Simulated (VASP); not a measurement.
A run of VASP 6.6.1 is set up as follows.

Contents of INCAR:

```
SYSTEM = Te2Mo
PREC = Accurate
ENCUT = 520
EDIFF = 1E-7
ISMEAR = 0
SIGMA = 0.02
LREAL = .FALSE.
LASPH = .TRUE.
NELM = 80
ALGO = Normal
ISIF = 2
LWAVE = .FALSE.
LCHARG = .FALSE.
LDIPOL = .TRUE.
IDIPOL = 3
DIPOL = 0.5 0.5 0.500
GGA = PE
IVDW = 12
NBANDS = 20
```

File KPOINTS:

```
regular mesh
0
G
  9 9 1
  0 0 0
```

The input POSCAR:

```
Te2Mo
1.0
    3.7840000000      0.0000000000      0.0000000000
   -1.8920000000      3.2770401279      0.0000000000
    0.0000000000      0.0000000000     33.2698832047
Te Mo
2 1
Direct
    0.3333333333      0.6666666667      0.4510668556
    0.3333333333      0.6666666667      0.5489331444
    0.6666666667      0.3333333333      0.5000000000
```

Potentials or basis: VASP PAW PBE potentials, release 64 (Te, Mo_sv).

Command:

```bash
$ cat potpaw_PBE.64/Te/POTCAR potpaw_PBE.64/Mo_sv/POTCAR > POTCAR
$ mpirun -np 1 vasp_std > vasp.out
```

Task: Estimate the largest force.

Result: 1.491 eV/Å.

Task: Estimate the band gap on the k mesh.

Result: 0.03 eV, indirect (least direct gap 0.61 eV).

Forces in eV/Å, atoms in the order of the input:
```
Te   0.000  0.000 -1.491
Te   0.000  0.000  1.491
Mo   0.000  0.000  0.000
```

Caveat: spin-orbit coupling is left out, which moves the levels of the heavy elements.
